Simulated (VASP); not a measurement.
## BP: single point with PBEsol

The system is BP.

```
B P
1.0
     0.00000    2.26900    2.17824
     2.26900    0.00000    2.17824
     2.26900    2.26900    0.00000
B P
1 1
Direct
  0.00000 0.00000 0.00000
  0.75000 0.75000 0.75000
```

This cell differs from its parent crystal: strain +0.000 along x and y, -0.040 along z.

```
Program                : VASP 6.6.1
Task                   : single point
Functional             : PBEsol
Potentials or basis    : VASP PAW PBE potentials, release 64 (B, P)
Cutoff                 : 520 eV
k mesh                 : 10 × 10 × 10
Occupations            : gaussian, width 0.05 eV
Spin                   : no spin polarisation
Dipole correction      : no
Further INCAR settings : ALGO = Normal; EDIFF = 1e-06; NBANDS = 11
```

| Quantity | Value |
| --- | --- |
| Pressure | 5.3 GPa |
| Band gap on the k mesh | 0.46 eV, indirect (least direct gap 3.02 eV) |

Stress tensor (GPa, compression positive):
```
 1.78  0.00  0.00
 0.00  1.78  0.00
 0.00  0.00 12.20
```

Levels at points of the mesh, in eV from the valence-band top:
```tsv
k point	band 1	band 2	band 3	band 4	band 5	band 6	band 7	band 8
(0.00, 0.00, 0.00)	-16.13	-0.39	-0.39	0.00	3.02	3.25	3.25	7.69
(0.50, 0.00, 0.00)	-12.61	-9.65	-2.34	-1.81	3.51	4.20	4.86	9.83
(0.50, 0.50, 0.00)	-10.75	-8.81	-4.84	-4.84	0.58	0.83	12.19	12.19
(0.50, 0.00, 0.50)	-11.17	-9.20	-4.44	-4.36	1.05	1.42	11.73	12.61
```

It took 17 s on 1 thread of Intel Xeon 8259CL, with other jobs on the host, peak memory 0.15 GiB.

Caveat: the cell differs from its parent crystal (strain +0.000 along x and y, -0.040 along z); the PAW data sets were made with another functional, which shifts forces and pressure a little. A k mesh can miss the band edges.
